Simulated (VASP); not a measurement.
# Rb2TiRhC6N6 (Fm-3m) in VASP: single point with PBE

Aim: the single point of Rb2TiRhC6N6 with PBE.

Program: VASP 6.6.1. These are calculated values, not measurements. Logs are shortened: lines on timing, memory, paths and dates and some standing lists are left out, and cuts for length are marked.

## 1. The cell of the first run

Symmetry: Fm-3m, No. 225, cubic system. Conventional cell: a = 10.671 Å, b = 10.671 Å, c = 10.671 Å, α = 90.00°, β = 90.00°, γ = 90.00°. Within 5.0 Å of Rb (site symmetry -43m) lie 12 C at 3.81 Å and 12 N at 3.83 Å and 4 Ti at 4.62 Å and 4 Rh at 4.62 Å. Ti (site symmetry m-3m) has 6 C at 2.17 Å within 2.9 Å. Rh (site symmetry m-3m) has 6 N at 1.98 Å within 2.6 Å. Within 1.6 Å of C (site symmetry 4mm) lie 1 N at 1.18 Å. N (site symmetry 4mm) has 1 C at 1.18 Å within 1.6 Å.

## 2. Single point, PBE, collinear spin, ferromagnetic start

The input, INCAR:

```
SYSTEM = Rb2TiRhC6N6
PREC = Accurate ; ENCUT = 520
EDIFF = 1E-7 ; ISMEAR = 0
SIGMA = 0.1 ; LREAL = Auto
LASPH = .True. ; NELM = 150
ALGO = Normal ; ISIF = 2
LWAVE = .False. ; LCHARG = .False.
ISPIN = 2 ; MAGMOM = 0 0 1 1 0 0 0 0 0 0 0 0 0 0 0 0
LORBIT = 11 ; LMAXMIX = 4
GGA = PE ; NBANDS = 68
```

The input, KPOINTS:

```
Automatic mesh
0
Gamma
  4 4 4
  0 0 0
```

The input, POSCAR:

```
Rb2TiRhC6N6
1.0
    0.0000000000      5.3356584833      5.3356584833
    5.3356584833      0.0000000000      5.3356584833
    5.3356584833      5.3356584833      0.0000000000
Rb Ti Rh C N
2 1 1 6 6
Direct
    0.2500000000      0.2500000000      0.2500000000
    0.7500000000      0.7500000000      0.7500000000
    0.0000000000      0.0000000000      0.0000000000
    0.5000000000      0.5000000000      0.5000000000
    0.7968397158      0.2031602842      0.2031602842
    0.2031602842      0.7968397158      0.2031602842
    0.2031602842      0.2031602842      0.7968397158
    0.2031602842      0.7968397158      0.7968397158
    0.7968397158      0.2031602842      0.7968397158
    0.7968397158      0.7968397158      0.2031602842
    0.6859849490      0.3140150510      0.3140150510
    0.3140150510      0.6859849490      0.3140150510
    0.3140150510      0.3140150510      0.6859849490
    0.3140150510      0.6859849490      0.6859849490
    0.6859849490      0.3140150510      0.6859849490
    0.6859849490      0.6859849490      0.3140150510
```

Potentials or basis: VASP PAW PBE potentials, release 64 (Rb_sv, Ti_sv, Rh_pv, C, N).

Command:

```sh
$ cat potpaw_PBE.64/Rb_sv/POTCAR potpaw_PBE.64/Ti_sv/POTCAR potpaw_PBE.64/Rh_pv/POTCAR potpaw_PBE.64/C/POTCAR potpaw_PBE.64/N/POTCAR > POTCAR
$ mpirun -np 1 vasp_std > vasp.out
```

OUTCAR:

```text
SYSTEM = Rb2TiRhC6N6
   PREC = Accurate
   ENCUT = 520
   EDIFF = 1E-7
   ISMEAR = 0
   LREAL = Auto
   LASPH = .True.
   NELM = 150
   ISIF = 2
   ISPIN = 2
   LORBIT = 11
   GGA = PE

 ion  position               nearest neighbor table
   1  0.250  0.250  0.250-   5 3.81   9 3.81  10 3.81   6 3.81   8 3.81  10 3.81   7 3.81   8 3.81
                             9 3.81   5 3.81   6 3.81   7 3.81   2 5.34   2 5.34   2 5.34   2 5.34
   2  0.750  0.750  0.750-   8 3.81   9 3.81  10 3.81   5 3.81   6 3.81  10 3.81   5 3.81   7 3.81
                             9 3.81   6 3.81   7 3.81   8 3.81   1 5.34   1 5.34   1 5.34   1 5.34
   3  0.000  0.000  0.000-   5 2.17   6 2.17   7 2.17   8 2.17   9 2.17  10 2.17
   4  0.500  0.500  0.500-  11 1.98  12 1.98  13 1.98  14 1.98  15 1.98  16 1.98
   5  0.797  0.203  0.203-  11 1.18   3 2.17   1 3.81   2 3.81   2 3.81   1 3.81
   6  0.203  0.797  0.203-  12 1.18   3 2.17   1 3.81   2 3.81   2 3.81   1 3.81
   7  0.203  0.203  0.797-  13 1.18   3 2.17   1 3.81   2 3.81   2 3.81   1 3.81
   8  0.203  0.797  0.797-  14 1.18   3 2.17   2 3.81   2 3.81   1 3.81   1 3.81
   9  0.797  0.203  0.797-  15 1.18   3 2.17   2 3.81   2 3.81   1 3.81   1 3.81
  10  0.797  0.797  0.203-  16 1.18   3 2.17   2 3.81   2 3.81   1 3.81   1 3.81
  11  0.686  0.314  0.314-   5 1.18   4 1.98
  12  0.314  0.686  0.314-   6 1.18   4 1.98
  13  0.314  0.314  0.686-   7 1.18   4 1.98
  14  0.314  0.686  0.686-   8 1.18   4 1.98
  15  0.686  0.314  0.686-   9 1.18   4 1.98
  16  0.686  0.686  0.314-  10 1.18   4 1.98

  LATTYP: Found a face centered cubic cell.
 ALAT       =    10.6713169666

  Lattice vectors:

 A1 = (   0.0000000000,   5.3356584833,   5.3356584833)
 A2 = (   5.3356584833,   0.0000000000,   5.3356584833)
 A3 = (   5.3356584833,   5.3356584833,   0.0000000000)

Analysis of symmetry for initial positions (statically):
=====================================================================
 Subroutine PRICEL returns:
 Original cell was already a primitive cell.

 Routine SETGRP: Setting up the symmetry group for a
 face centered cubic supercell.

 Subroutine GETGRP returns: Found 48 space group operations
 (whereof 48 operations were pure point group operations)
 out of a pool of 48 trial point group operations.

The static configuration has the point symmetry O_h .

Analysis of symmetry for dynamics (positions and initial velocities):
=====================================================================
 Subroutine PRICEL returns:
 Original cell was already a primitive cell.

 Routine SETGRP: Setting up the symmetry group for a
 face centered cubic supercell.

 Subroutine GETGRP returns: Found 48 space group operations
 (whereof 48 operations were pure point group operations)
 out of a pool of 48 trial point group operations.

The dynamic configuration has the point symmetry O_h .

Analysis of structural, dynamic, and magnetic symmetry:
=====================================================================
 Subroutine PRICEL returns:
 Original cell was already a primitive cell.

 Routine SETGRP: Setting up the symmetry group for a
 face centered cubic supercell.

 Subroutine GETGRP returns: Found 48 space group operations
 (whereof 48 operations were pure point group operations)
 out of a pool of 48 trial point group operations.

The overall configuration has the point symmetry O_h .

 Subroutine INISYM returns: Found 48 space group operations
 (whereof 48 operations are pure point group operations),
 and found     1 'primitive' translations

----------------------------------------------------------------------------------------

                                     Primitive cell

  volume of cell :     303.8044

  direct lattice vectors                    reciprocal lattice vectors
     0.000000000  5.335658483  5.335658483    -0.093709146  0.093709146  0.093709146
     5.335658483  0.000000000  5.335658483     0.093709146 -0.093709146  0.093709146
     5.335658483  5.335658483  0.000000000     0.093709146  0.093709146 -0.093709146

  length of vectors
     7.545760591  7.545760591  7.545760591     0.162309002  0.162309002  0.162309002

  position of ions in fractional coordinates (direct lattice)
     0.250000000  0.250000000  0.250000000
     0.750000000  0.750000000  0.750000000
     0.000000000  0.000000000  0.000000000
     0.500000000  0.500000000  0.500000000
     0.796839716  0.203160284  0.203160284
     0.203160284  0.796839716  0.203160284
[... 8 lines left out ...]
     0.685984949  0.314015051  0.685984949
     0.685984949  0.685984949  0.314015051

  ion indices of the primitive-cell ions
   primitive index   ion index
                 1           1
                 2           2
                 3           3
                 4           4
                 5           5
                 6           6
[... 8 lines left out ...]
                15          15
                16          16

----------------------------------------------------------------------------------------

 KPOINTS: Automatic mesh

Automatic generation of k-mesh.
 Grid dimensions read from file:
 generate k-points for:    4    4    4

 Generating k-lattice:

  Cartesian coordinates                     Fractional coordinates (reciprocal lattice)
    -0.023427287  0.023427287  0.023427287     0.250000000  0.000000000  0.000000000
     0.023427287 -0.023427287  0.023427287     0.000000000  0.250000000  0.000000000
     0.023427287  0.023427287 -0.023427287     0.000000000  0.000000000  0.250000000

  Length of vectors
     0.040577251  0.040577251  0.040577251

  Shift w.r.t. Gamma in fractional coordinates (k-lattice)
     0.000000000  0.000000000  0.000000000

 Subroutine IBZKPT returns following result:
 ===========================================

 Found      8 irreducible k-points:

 Following reciprocal coordinates:
            Coordinates               Weight
  0.000000  0.000000  0.000000      1.000000
  0.250000  0.000000  0.000000      8.000000
  0.500000  0.000000  0.000000      4.000000
  0.250000  0.250000  0.000000      6.000000
  0.500000  0.250000  0.000000     24.000000
 -0.250000  0.250000  0.000000     12.000000
  0.500000  0.500000  0.000000      3.000000
 -0.250000  0.500000  0.250000      6.000000
   k-points           NKPTS =      8   k-points in BZ     NKDIM =      8   number of bands    NBANDS=     68
   number of dos      NEDOS =    301   number of ions     NIONS =     16
   total plane-waves  NPLWV = 175616
   dimension x,y,z NGX =    56 NGY =   56 NGZ =   56
   dimension x,y,z NGXF=   112 NGYF=  112 NGZF=  112
   ions per type =               2   1   1   6   6
   NGX,Y,Z   is equivalent  to a cutoff of  12.34, 12.34, 12.34 a.u.
   NGXF,Y,Z  is equivalent  to a cutoff of  24.68, 24.68, 24.68 a.u.
 SYSTEM =  Rb2TiRhC6N6
   PREC   = accura    normal or accurate (medium, high low for compatibility)
   ISTART =      0    job   : 0-new  1-cont  2-samecut
   ICHARG =      2    charge: 1-file 2-atom 10-const
   ISPIN  =      2    spin polarized calculation?
   LNONCOLLINEAR =      F non collinear calculations
   LSORBIT =      F    spin-orbit coupling
   LASPH  =      T    aspherical Exc in radial PAW
   ENCUT  =  520.0 eV  38.22 Ry    6.18 a.u.  14.03 14.03 14.03*2*pi/ulx,y,z
   NELM   =    150;   NELMIN=  2; NELMDL= -5     # of ELM steps
   EDIFF  = 0.1E-06   stopping-criterion for ELM
   LREAL  =      T    real-space projection
   EDIFFG = 0.1E-05   stopping-criterion for IOM
   NSW    =      0    number of steps for IOM
   IBRION =     -1    ionic relax: 0-MD 1-quasi-New 2-CG
   NFREE  =      0    steps in history (QN), initial steepest desc. (CG)
   ISIF   =      2    stress and relaxation
   ISYM   =      2    0-nonsym 1-usesym 2-fastsym
   POTIM  = 0.5000    time-step for ionic-motion
   TEBEG  =    0.0;   TEEND  =   0.0 temperature during run
   PSTRESS=    0.0 pullay stress
   NELECT =      99.0000    total number of electrons
   NUPDOWN=      -1.0000    fix difference up-down
   EMIN   =  10.00;   EMAX   =-10.00  energy-range for DOS
   EFERMI =   0.00;   METHOD = LEGACY
   ISMEAR =     0;   SIGMA  =   0.10  broadening in eV -4-tet -1-fermi 0-gaus
   EFERMI_NEDOS =   21; number of points for ismear=-14 and -15
   IALGO  =     38    algorithm
   IMIX   =      4    mixing-type and parameters
     AMIX     =   0.40;   BMIX     =  1.00
     AMIX_MAG =   1.60;   BMIX_MAG =  1.00
  volume/ion in A,a.u.               =      18.99       128.14
  Fermi-wavevector in a.u.,A,eV,Ry     =   1.126562  2.128894 17.267733  1.269143
  Thomas-Fermi vector in A             =   2.263245
   LORBIT       =     11    0 simple, 1 ext, 2 COOP (PROOUT), +10 PAW based schemes
   GGA     = PE    functional components
   LHFCALC =     F    Hartree Fock is set to
   AEXX    =    0.0000 exact exchange contribution
   IVDW    =     0    specifies the selected vdW correction
   LEPSILON=     F    determine dielectric tensor
   LRPA    =     F    only Hartree local field effects (RPA)
 spin polarized calculation
 Gauss-broadening in eV      SIGMA  =   0.10
  energy-cutoff  :      520.00
  volume of cell :      303.80
 maximum number of plane-waves:      8212
   NGX = 29   NGY = 29   NGZ = 29

 number of electron      98.9999999 magnetization       2.9995270

 Free energy of the ion-electron system (eV)
  ---------------------------------------------------
  ext. energy  EPLUGINS =         0.00000000
  ---------------------------------------------------
  free energy    TOTEN  =      -121.91780357 eV

  energy without entropy =     -121.91770914  energy(sigma->0) =     -121.91775636

 E-fermi :   2.7168     XC(G=0):  -8.0492

 val. band max:        2.4983617040   @ k =   0.5000   0.5000   0.0000
 cond. band min:       2.9098077683   @ k =   0.5000   0.0000   0.0000
 fundamental gap:      0.4114460643
 Fermi energy:         2.7167861040

 spin component 1

 k-point     1 :       0.0000    0.0000    0.0000
  band No.  band energies     occupation
      1     -54.1225      1.00000
      2     -46.9743      1.00000
      3     -46.9743      1.00000
      4     -46.9743      1.00000
      5     -30.4455      1.00000
      6     -30.4455      1.00000
[... 501 lines left out ...]
     60       5.8876      0.00000
     61       5.8876      0.00000
 Fermi energy:         2.7167861040

 spin component 2

 k-point     1 :       0.0000    0.0000    0.0000
  band No.  band energies     occupation
      1     -52.9552      1.00000
      2     -46.9241      1.00000
      3     -46.9241      1.00000
      4     -46.9241      1.00000
      5     -29.2607      1.00000
      6     -29.2607      1.00000
[... 501 lines left out ...]
     60       6.0685      0.00000
     61       6.0685      0.00000
 [bands above 61 left out]

------------------------ aborting loop because EDIFF is reached ----------------------------------------

  FORCE on cell =-STRESS in cart. coord.  units (eV):
  Direction    XX          YY          ZZ          XY          YZ          ZX
  --------------------------------------------------------------------------------------
  -------------------------------------------------------------------------------------
  Total        0.5728169      0.5728169      0.5728169      0.0000000     -0.0000000      0.0000000
  in kB        3.0208719      3.0208719      3.0208719      0.0000000     -0.0000000      0.0000000
  external PRESSURE =       3.0208719 kB  Pullay stress =       0.0000000 kB

 VOLUME and BASIS-vectors are now :
 -----------------------------------------------------------------------------
  energy-cutoff  :      520.00
  volume of cell :      303.80
      direct lattice vectors                 reciprocal lattice vectors
     0.000000000  5.335658483  5.335658483    -0.093709146  0.093709146  0.093709146
     5.335658483  0.000000000  5.335658483     0.093709146 -0.093709146  0.093709146
     5.335658483  5.335658483  0.000000000     0.093709146  0.093709146 -0.093709146

 POSITION                                       TOTAL-FORCE (eV/Angst)
 -----------------------------------------------------------------------------------
      2.66783      2.66783      2.66783        -0.000000     -0.000000     -0.000000
      8.00349      8.00349      8.00349        -0.000000     -0.000000      0.000000
      0.00000      0.00000      0.00000        -0.000000     -0.000000      0.000000
      5.33566      5.33566      5.33566        -0.000000     -0.000000     -0.000000
      2.16799      5.33566      5.33566        -0.314152     -0.000000      0.000000
      5.33566      2.16799      5.33566        -0.000000     -0.314152      0.000000
[... 8 lines left out ...]
      5.33566      7.32036      5.33566        -0.000000     -0.339017      0.000000
      5.33566      5.33566      7.32036        -0.000000     -0.000000     -0.339017
 -----------------------------------------------------------------------------------
    total drift:                               -0.000000     -0.000000      0.000000

  FREE ENERGIE OF THE ION-ELECTRON SYSTEM (eV)
  ---------------------------------------------------
  free  energy   TOTEN  =      -121.9178035735 eV

  energy  without entropy=     -121.9177091404  energy(sigma->0) =     -121.91775636

 total charge

# of ion       s       p       d       tot
------------------------------------------
    1        1.931   5.354   0.007   7.291
    2        1.931   5.354   0.007   7.291
    3        2.168   6.201   1.982  10.351
    4        0.393   6.466   6.958  13.817
    5        0.964   1.581   0.000   2.545
    6        0.964   1.581   0.000   2.545
[... 8 lines left out ...]
   15        1.287   2.618   0.000   3.904
   16        1.287   2.618   0.000   3.904
--------------------------------------------------
tot         19.930  48.566   8.953  77.448

 magnetization (x)

# of ion       s       p       d       tot
------------------------------------------
    1        0.000   0.001   0.001   0.002
    2        0.000   0.001   0.001   0.002
    3        0.009   0.014   1.249   1.273
    4       -0.003  -0.003   0.055   0.049
    5       -0.007  -0.000   0.000  -0.007
    6       -0.007  -0.000   0.000  -0.007
[... 8 lines left out ...]
   15        0.003   0.103   0.000   0.107
   16        0.003   0.103   0.000   0.107
--------------------------------------------------
tot         -0.014   0.630   1.307   1.922
```

Run time: 19 min. Hardware: 1 thread of Intel Xeon Platinum 8488C (Sapphire Rapids), shared host; peak memory 0.69 GiB.

Results:

| Quantity | Value |
| --- | --- |
| Free energy | -121.9178 eV |
| Pressure | 0.3 GPa |
| Largest force | 0.339 eV/Å |
| Band gap on the k mesh | 0.41 eV, indirect (least direct gap 0.62 eV) |
| Net moment | 3.00 μB per cell |
| Site moments | Rb +0.00; Ti +1.27; Rh +0.05; C -0.01; N +0.11 μB |
| Valence electrons inside the program's atomic spheres | Rb 7.29; Ti 10.35; Rh 13.82; C 2.54; N 3.90 |

Forces on the atoms (eV/Å):
```
Rb   0.000  0.000  0.000
Rb   0.000  0.000  0.000
Ti   0.000  0.000  0.000
Rh   0.000  0.000  0.000
C   -0.314  0.000  0.000
C    0.000 -0.314  0.000
C    0.000  0.000 -0.314
C    0.314  0.000  0.000
C    0.000  0.314  0.000
C    0.000  0.000  0.314
N    0.339  0.000  0.000
N    0.000  0.339  0.000
N    0.000  0.000  0.339
N   -0.339  0.000  0.000
N    0.000 -0.339  0.000
N    0.000  0.000 -0.339
```

A k mesh can miss the band edges. PBE gaps usually lie below the measured ones, often by a third to a half.
